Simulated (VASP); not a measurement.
# FeO (R-3m) in VASP: notebook

FeO is run at these levels: PBE; tasks: single point.

Everything below comes from runs of VASP 6.6.1. Logs are shortened: lines on timing, memory, paths and dates and some standing lists are left out, and cuts for length are marked.

### Step 1. The cell of the first run

Symmetry: R-3m, No. 166, trigonal system. Conventional cell: a = 3.035 Å, b = 3.035 Å, c = 7.547 Å, α = 90.00°, β = 90.00°, γ = 120.00°. Fe (site symmetry -3m) has 6 O at 2.16 Å within 2.9 Å. O (site symmetry -3m) has 6 Fe at 2.16 Å within 2.9 Å.

### Step 2. Single point, PBE, collinear spin, ferromagnetic start

File INCAR:

```
PREC = Accurate
ENCUT = 600
EDIFF = 1E-6
ISMEAR = -1
SIGMA = 0.05
LREAL = False
LASPH = True
NELM = 200
ALGO = Normal
ISIF = 2
LWAVE = False
LCHARG = True
ISPIN = 2
MAGMOM = 3 0
LORBIT = 11
LMAXMIX = 4
GGA = PE
LELF = True
LVHAR = True
NBANDS = 22
GGA_COMPAT = False
```

File KPOINTS:

```
Automatic mesh
0
Gamma
  11 11 11
```

File POSCAR:

```
FeO
1.0
    1.5176821100      0.8762341800      2.5157945800
   -1.5176821100      0.8762341800      2.5157945800
    0.0000000000     -1.7524683500      2.5157945800
Fe O
1 1
Direct
    0.0000000000      0.0000000000      0.0000000000
    0.5000000000      0.5000000000      0.5000000000
```

Potentials or basis: VASP PAW PBE potentials, release 64 (Fe_sv, O).

Launch:

```sh
$ cat potpaw_PBE.64/Fe_sv/POTCAR potpaw_PBE.64/O/POTCAR > POTCAR
$ mpirun -np 1 vasp_std > vasp.out
```

OUTCAR:

```text
PREC = Accurate
   ENCUT = 600
   EDIFF = 1E-6
   ISMEAR = -1
   LREAL = False
   LASPH = True
   NELM = 200
   ISIF = 2
   ISPIN = 2
   LORBIT = 11
   GGA = PE

 ion  position               nearest neighbor table
   1  0.000  0.000  0.000-   2 2.16   2 2.16   2 2.16   2 2.16   2 2.16   2 2.16
   2  0.500  0.500  0.500-   1 2.16   1 2.16   1 2.16   1 2.16   1 2.16   1 2.16

  LATTYP: Found a trigonal (rhomboedric) cell.
 ALAT       =     3.0660019070
 COS(alpha) =     0.5099427872

  Lattice vectors:

 A1 = (   1.5176821100,   0.8762341800,   2.5157945800)
 A2 = (  -1.5176821100,   0.8762341800,   2.5157945800)
 A3 = (   0.0000000000,  -1.7524683500,   2.5157945800)

Analysis of symmetry for initial positions (statically):
=====================================================================
 Subroutine PRICEL returns:
 Original cell was already a primitive cell.

 Routine SETGRP: Setting up the symmetry group for a
 trigonal (rhombohedral) supercell.

 Subroutine GETGRP returns: Found 12 space group operations
 (whereof 12 operations were pure point group operations)
 out of a pool of 12 trial point group operations.

The static configuration has the point symmetry D_3d.

Analysis of symmetry for dynamics (positions and initial velocities):
=====================================================================
 Subroutine PRICEL returns:
 Original cell was already a primitive cell.

 Routine SETGRP: Setting up the symmetry group for a
 trigonal (rhombohedral) supercell.

 Subroutine GETGRP returns: Found 12 space group operations
 (whereof 12 operations were pure point group operations)
 out of a pool of 12 trial point group operations.

The dynamic configuration has the point symmetry D_3d.

Analysis of structural, dynamic, and magnetic symmetry:
=====================================================================
 Subroutine PRICEL returns:
 Original cell was already a primitive cell.

 Routine SETGRP: Setting up the symmetry group for a
 trigonal (rhombohedral) supercell.

 Subroutine GETGRP returns: Found 12 space group operations
 (whereof 12 operations were pure point group operations)
 out of a pool of 12 trial point group operations.

The overall configuration has the point symmetry D_3d.

 Subroutine INISYM returns: Found 12 space group operations
 (whereof 12 operations are pure point group operations),
 and found     1 'primitive' translations

----------------------------------------------------------------------------------------

                                     Primitive cell

  volume of cell :      20.0737

  direct lattice vectors                    reciprocal lattice vectors
     1.517682110  0.876234180  2.515794580     0.329449755  0.190207905  0.132496244
    -1.517682110  0.876234180  2.515794580    -0.329449755  0.190207905  0.132496244
     0.000000000 -1.752468350  2.515794580     0.000000000 -0.380415809  0.132496245

  length of vectors
     3.066001907  3.066001907  3.066001906     0.402829298  0.402829298  0.402829297

  position of ions in fractional coordinates (direct lattice)
     0.000000000  0.000000000  0.000000000
     0.500000000  0.500000000  0.500000000

  ion indices of the primitive-cell ions
   primitive index   ion index
                 1           1
                 2           2

----------------------------------------------------------------------------------------

 KPOINTS: Automatic mesh

Automatic generation of k-mesh.
 Grid dimensions read from file:
 generate k-points for:   11   11   11

 Generating k-lattice:

  Cartesian coordinates                     Fractional coordinates (reciprocal lattice)
     0.029949978  0.017291628  0.012045113     0.090909091  0.000000000 -0.000000000
    -0.029949978  0.017291628  0.012045113     0.000000000  0.090909091 -0.000000000
     0.000000000 -0.034583255  0.012045113     0.000000000  0.000000000  0.090909091

  Length of vectors
     0.036620845  0.036620845  0.036620845

  Shift w.r.t. Gamma in fractional coordinates (k-lattice)
     0.000000000  0.000000000  0.000000000

 Subroutine IBZKPT returns following result:
 ===========================================

 Found    146 irreducible k-points:

 Following reciprocal coordinates:
            Coordinates               Weight
  0.000000  0.000000  0.000000      1.000000
  0.090909 -0.000000 -0.000000      6.000000
  0.181818  0.000000 -0.000000      6.000000
  0.272727 -0.000000  0.000000      6.000000
  0.363636 -0.000000  0.000000      6.000000
  0.454545  0.000000  0.000000      6.000000
[... 16 lines left out ...]
 -0.272727  0.181818  0.000000     12.000000
 -0.181818  0.181818  0.000000      6.000000
 [... further k-points ...]
   k-points           NKPTS =    146   k-points in BZ     NKDIM =    146   number of bands    NBANDS=     22
   number of dos      NEDOS =    301   number of ions     NIONS =      2
   total plane-waves  NPLWV =  13824
   dimension x,y,z NGX =    24 NGY =   24 NGZ =   24
   dimension x,y,z NGXF=    48 NGYF=   48 NGZF=   48
   ions per type =               1   1
   NGX,Y,Z   is equivalent  to a cutoff of  13.01, 13.01, 13.01 a.u.
   NGXF,Y,Z  is equivalent  to a cutoff of  26.03, 26.03, 26.03 a.u.
 SYSTEM =  unknown system
   PREC   = accura    normal or accurate (medium, high low for compatibility)
   ISTART =      0    job   : 0-new  1-cont  2-samecut
   ICHARG =      2    charge: 1-file 2-atom 10-const
   ISPIN  =      2    spin polarized calculation?
   LNONCOLLINEAR =      F non collinear calculations
   LSORBIT =      F    spin-orbit coupling
   LASPH  =      T    aspherical Exc in radial PAW
   ENCUT  =  600.0 eV  44.10 Ry    6.64 a.u.   6.12  6.12  6.12*2*pi/ulx,y,z
   NELM   =    200;   NELMIN=  2; NELMDL= -5     # of ELM steps
   EDIFF  = 0.1E-05   stopping-criterion for ELM
   LREAL  =      F    real-space projection
   EDIFFG = 0.1E-04   stopping-criterion for IOM
   NSW    =      0    number of steps for IOM
   IBRION =     -1    ionic relax: 0-MD 1-quasi-New 2-CG
   NFREE  =      0    steps in history (QN), initial steepest desc. (CG)
   ISIF   =      2    stress and relaxation
   ISYM   =      2    0-nonsym 1-usesym 2-fastsym
   POTIM  = 0.5000    time-step for ionic-motion
   TEBEG  =    0.0;   TEEND  =   0.0 temperature during run
   PSTRESS=    0.0 pullay stress
   NELECT =      22.0000    total number of electrons
   NUPDOWN=      -1.0000    fix difference up-down
   EMIN   =  10.00;   EMAX   =-10.00  energy-range for DOS
   EFERMI =   0.00;   METHOD = LEGACY
   ISMEAR =    -1;   SIGMA  =   0.05  broadening in eV -4-tet -1-fermi 0-gaus
   EFERMI_NEDOS =   21; number of points for ismear=-14 and -15
   IALGO  =     38    algorithm
   IMIX   =      4    mixing-type and parameters
     AMIX     =   0.40;   BMIX     =  1.00
     AMIX_MAG =   1.60;   BMIX_MAG =  1.00
  volume/ion in A,a.u.               =      10.04        67.73
  Fermi-wavevector in a.u.,A,eV,Ry     =   1.687874  3.189619 38.761872  2.848917
  Thomas-Fermi vector in A             =   2.770281
   LORBIT       =     11    0 simple, 1 ext, 2 COOP (PROOUT), +10 PAW based schemes
   GGA     = PE    functional components
   LHFCALC =     F    Hartree Fock is set to
   AEXX    =    0.0000 exact exchange contribution
   IVDW    =     0    specifies the selected vdW correction
   LEPSILON=     F    determine dielectric tensor
   LRPA    =     F    only Hartree local field effects (RPA)
 spin polarized calculation
  energy-cutoff  :      600.00
  volume of cell :       20.07
 maximum number of plane-waves:       680
   NGX = 13   NGY = 13   NGZ = 13

 number of electron      22.0000010 magnetization       4.0007647

 Free energy of the ion-electron system (eV)
  ---------------------------------------------------
  ext. energy  EPLUGINS =         0.00000000
  ---------------------------------------------------
  free energy    TOTEN  =       -15.03859756 eV

  energy without entropy =      -15.02698862  energy(sigma->0) =      -15.03279309

 E-fermi :   9.7805     XC(G=0): -12.5143

 val. band max:        9.7792323416   @ k =   0.0000   0.0000   0.0000
 cond. band min:       9.7823255134   @ k =   0.2727   0.0909   0.0909
 fundamental gap:      0.0030931717
 Fermi energy:         9.7805440251

 spin component 1

 k-point     1 :       0.0000    0.0000    0.0000
  band No.  band energies     occupation
      1     -80.1372      1.00000
      2     -46.1694      1.00000
      3     -46.1549      1.00000
      4     -46.1549      1.00000
      5     -10.9866      1.00000
      6       5.8523      1.00000
[... 14 lines left out ...]
     21      30.3924      0.00000
     22      33.3757      0.00000

 k-point     2 :       0.0909   -0.0000   -0.0000
  band No.  band energies     occupation
      1     -80.1368      1.00000
      2     -46.1702      1.00000
      3     -46.1594      1.00000
      4     -46.1556      1.00000
      5     -10.9048      1.00000
      6       5.0393      1.00000
[... 14 lines left out ...]
     21      31.3648      0.00000
     22      34.6392      0.00000

 k-point     3 :       0.1818    0.0000   -0.0000
  band No.  band energies     occupation
      1     -80.1356      1.00000
      2     -46.1753      1.00000
      3     -46.1671      1.00000
      4     -46.1574      1.00000
      5     -10.6770      1.00000
      6       3.7969      1.00000
[... 14 lines left out ...]
     21      33.6364      0.00000
     22      36.6872      0.00000
[... 476 lines left out ...]
 k-point    23 :      -0.2727    0.1818    0.0000
  band No.  band energies     occupation
      1     -80.1323      1.00000
      2     -46.1947      1.00000
      3     -46.1792      1.00000
      4     -46.1669      1.00000
      5     -10.0203      1.00000
      6       1.9264      1.00000
[... 14 lines left out ...]
     21      36.1954      0.00000
     22      37.7597      0.00000

 k-point    24 :      -0.1818    0.1818    0.0000
  band No.  band energies     occupation
      1     -80.1335      1.00000
      2     -46.1845      1.00000
      3     -46.1764      1.00000
      4     -46.1637      1.00000
      5     -10.2788      1.00000
      6       2.4800      1.00000
[... 14 lines left out ...]
     21      36.1996      0.00000
     22      37.8930      0.00000

 [... further k-points ...]

 spin component 2

 k-point     1 :       0.0000    0.0000    0.0000
  band No.  band energies     occupation
      1     -75.9744      1.00000
      2     -42.0903      1.00000
      3     -42.0903      1.00000
      4     -42.0900      1.00000
      5     -10.4631      1.00000
      6       6.3961      1.00000
[... 14 lines left out ...]
     21      31.9873      0.00000
     22      34.4973      0.00000

 k-point     2 :       0.0909   -0.0000   -0.0000
  band No.  band energies     occupation
      1     -75.9738      1.00000
      2     -42.0963      1.00000
      3     -42.0912      1.00000
      4     -42.0905      1.00000
      5     -10.3798      1.00000
      6       5.8441      1.00000
[... 14 lines left out ...]
     21      32.7540      0.00000
     22      35.8891      0.00000

 k-point     3 :       0.1818    0.0000   -0.0000
  band No.  band energies     occupation
      1     -75.9725      1.00000
      2     -42.1105      1.00000
      3     -42.0932      1.00000
      4     -42.0922      1.00000
      5     -10.1479      1.00000
      6       4.6007      1.00000
[... 14 lines left out ...]
     21      34.6508      0.00000
     22      37.9513      0.00000
[... 476 lines left out ...]
 k-point    23 :      -0.2727    0.1818    0.0000
  band No.  band energies     occupation
      1     -75.9685      1.00000
      2     -42.1392      1.00000
      3     -42.1112      1.00000
      4     -42.0966      1.00000
      5      -9.4738      1.00000
      6       2.7477      1.00000
[... 14 lines left out ...]
     21      36.8051      0.00000
     22      38.5426      0.00000

 k-point    24 :      -0.1818    0.1818    0.0000
  band No.  band energies     occupation
      1     -75.9700      1.00000
      2     -42.1275      1.00000
      3     -42.1056      1.00000
      4     -42.0938      1.00000
      5      -9.7400      1.00000
      6       3.3411      1.00000
[... 14 lines left out ...]
     21      37.0203      0.00000
     22      38.6165      0.00000

 [... further k-points ...]
[... 5 lines left out ...]
  --------------------------------------------------------------------------------------
  -------------------------------------------------------------------------------------
  Total       -0.3366543     -0.3366543     -0.4496666      0.0000000     -0.0000000      0.0000000
  in kB      -26.8699748    -26.8699749    -35.8900264      0.0000000     -0.0000000      0.0000000
  external PRESSURE =     -29.8766587 kB  Pullay stress =       0.0000000 kB

 VOLUME and BASIS-vectors are now :
 -----------------------------------------------------------------------------
  energy-cutoff  :      600.00
  volume of cell :       20.07
      direct lattice vectors                 reciprocal lattice vectors
     1.517682110  0.876234180  2.515794580     0.329449755  0.190207905  0.132496244
    -1.517682110  0.876234180  2.515794580    -0.329449755  0.190207905  0.132496244
     0.000000000 -1.752468350  2.515794580     0.000000000 -0.380415809  0.132496245

 POSITION                                       TOTAL-FORCE (eV/Angst)
 -----------------------------------------------------------------------------------
      0.00000      0.00000      0.00000         0.000000      0.000000      0.000000
      0.00000      0.00000      3.77369         0.000000      0.000000     -0.000000
 -----------------------------------------------------------------------------------
    total drift:                               -0.000000     -0.000000     -0.000000

  FREE ENERGIE OF THE ION-ELECTRON SYSTEM (eV)
  ---------------------------------------------------
  free  energy   TOTEN  =       -15.0385975641 eV

  energy  without entropy=      -15.0269886188  energy(sigma->0) =      -15.03279309

 total charge

# of ion       s       p       d       tot
------------------------------------------
    1        2.102   5.996   5.512  13.611
    2        1.552   3.440   0.000   4.992
--------------------------------------------------
tot          3.655   9.436   5.512  18.603

 magnetization (x)

# of ion       s       p       d       tot
------------------------------------------
    1        0.015   0.010   3.450   3.476
    2        0.030   0.266   0.000   0.296
--------------------------------------------------
tot          0.045   0.276   3.450   3.772
```

It took 52 s on 1 thread of Intel Xeon 6975P-C (Granite Rapids), shared host; peak memory 0.23 GiB.

What came out:

- Free energy: -15.0386 eV
- Pressure: -3.0 GPa
- Band gap on the k mesh: zero (filled and empty bands overlap)
- Net moment: 4.00 μB per cell
- Site moments: Fe +3.48; O +0.30 μB
- Valence electrons inside the program's atomic spheres: Fe 13.61; O 4.99

Stress tensor (GPa, compression positive):
```
-2.69  0.00  0.00
 0.00 -2.69  0.00
 0.00  0.00 -3.59
```

Caveat: a cell with one magnetic atom can't hold antiferromagnetic order, which such compounds often take; semilocal functionals often make such compounds metallic where correlation or magnetic order opens a gap, which also shifts bond lengths.

### Step 3. Single point, PBE, collinear spin, ferromagnetic start

File INCAR:

```
SYSTEM = FeO
PREC = Accurate
ENCUT = 600
EDIFF = 1E-6
ISMEAR = -1
SIGMA = 0.05
LREAL = .False.
LASPH = .True.
NELM = 200
ALGO = Normal
ISIF = 2
LWAVE = .False.
LCHARG = .False.
ISPIN = 2
MAGMOM = -2.68 0
LORBIT = 11
LMAXMIX = 4
GGA = PE
NBANDS = 22
GGA_COMPAT = .False.
```

File KPOINTS:

```
regular mesh
0
Gamma
  11 11 11
  0 0 0
```

POSCAR is that of step 2.

Potentials or basis: VASP PAW PBE potentials, release 64 (Fe_sv, O).

Launch:

```sh
$ cat potpaw_PBE.64/Fe_sv/POTCAR potpaw_PBE.64/O/POTCAR > POTCAR
$ mpirun -np 1 vasp_std > vasp.out
```

Wall time 48 s (1 thread of Intel Xeon 6975P-C (Granite Rapids), shared host); peak memory 0.23 GiB.

Results (log left out):

```yaml
Free_energy: -15.0386 eV
Pressure: -3.0 GPa
Band_gap_on_the_k_mesh: zero (filled and empty bands overlap)
Net_moment: -4.00 μB per cell
Site_moments: Fe -3.48; O -0.30 μB
Valence_electrons_inside_the_program's_atomic_spheres: Fe 13.61; O 4.99
```

Stress tensor (GPa, compression positive):
```
-2.70  0.00  0.00
 0.00 -2.70  0.00
 0.00  0.00 -3.61
```

Levels at points of the mesh, in eV from the Fermi level:
Spin up:
```
           k point  band 6  band 7  band 8  band 9  band 10  band 11  band 12  band 13
(0.00, 0.00, 0.00)   -3.38   -3.29   -3.29   -0.79    -0.71    -0.71     0.22     0.22
```
Spin down:
```tsv
k point	band 9	band 10	band 11	band 12	band 13	band 14	band 15	band 16	band 17	band 18
(0.00, 0.00, 0.00)	-3.85	-3.83	-3.83	-3.68	-3.68	0.00	15.23	16.67	17.06	17.06
```

Caveat: the cell stands under tension; a cell with one magnetic atom can't hold antiferromagnetic order, which such compounds often take; semilocal functionals often make such compounds metallic where correlation or magnetic order opens a gap, which also shifts bond lengths.
